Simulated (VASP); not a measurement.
Write the native input for VASP 6.6.1 that does the following.

```
Task                    : density of states
Functional              : PBE
Potentials or basis     : VASP PAW PBE potentials, release 64 (Ga_d)
Cutoff                  : 520 eV
k mesh                  : 8 × 8 × 10
Occupations             : fermi-dirac, width 0.05 eV
Spin                    : no spin polarisation
Dipole correction       : no
k mesh for the DOS      : 12 × 12 × 15
Occupations for the DOS : tetrahedron
Further INCAR settings  : ALGO = Normal; EDIFF = 1e-06
```

Crystal: Ga.

```
Ga
1.0
     3.53041    0.00000    0.00000
    -1.76521    3.05743    0.00000
     0.00000    0.00000    2.14508
Ga
3
Direct
  0.00000 0.00000 0.00000
  0.33333 0.66667 0.50000
  0.66667 0.33333 0.50000
```

This cell differs from its parent crystal: volume scaled by 0.4.

These files were run (other wordings do the same):

POSCAR

```
Ga
1.0
    3.5304147870      0.0000000000      0.0000000000
   -1.7652073935      3.0574288914      0.0000000000
    0.0000000000      0.0000000000      2.1450848808
Ga
3
Direct
    0.0000000000      0.0000000000      0.0000000000
    0.3333333333      0.6666666667      0.5000000000
    0.6666666667      0.3333333333      0.5000000000
```

INCAR.step1

```
SYSTEM = Ga
PREC = Accurate
ENCUT = 520
EDIFF = 1E-6
ISMEAR = -1
SIGMA = 0.05
LREAL = .False.
LASPH = .True.
NELM = 100
ALGO = Normal
ISIF = 2
LWAVE = .False.
LCHARG = .True.
GGA = PE
NBANDS = 26
```

KPOINTS.step1

```
regular mesh
0
Gamma
  8 8 10
  0 0 0
```

INCAR.step2

```
SYSTEM = Ga
PREC = Accurate
ENCUT = 520
EDIFF = 1E-6
ISMEAR = -5
SIGMA = 0.05
LREAL = .False.
LASPH = .True.
NELM = 100
ALGO = Normal
ISIF = 2
LWAVE = .False.
LCHARG = .False.
GGA = PE
LORBIT = 11
NEDOS = 2001
ICHARG = 11
```

KPOINTS.step2

```
regular mesh
0
Gamma
  12 12 15
  0 0 0
```

Potentials or basis: VASP PAW PBE potentials, release 64 (Ga_d).

Command:

```sh
$ cat potpaw_PBE.64/Ga_d/POTCAR > POTCAR
$ cp INCAR.step1 INCAR
$ cp KPOINTS.step1 KPOINTS
$ mpirun -np 1 vasp_std > vasp.out
$ cp INCAR.step2 INCAR
$ cp KPOINTS.step2 KPOINTS
$ mpirun -np 1 vasp_std > vasp.out
```

Run time: 37 s on 1 thread of AMD EPYC 9R45 96-Core Processor (Zen 5), on a shared host, peak memory 0.15 GiB.
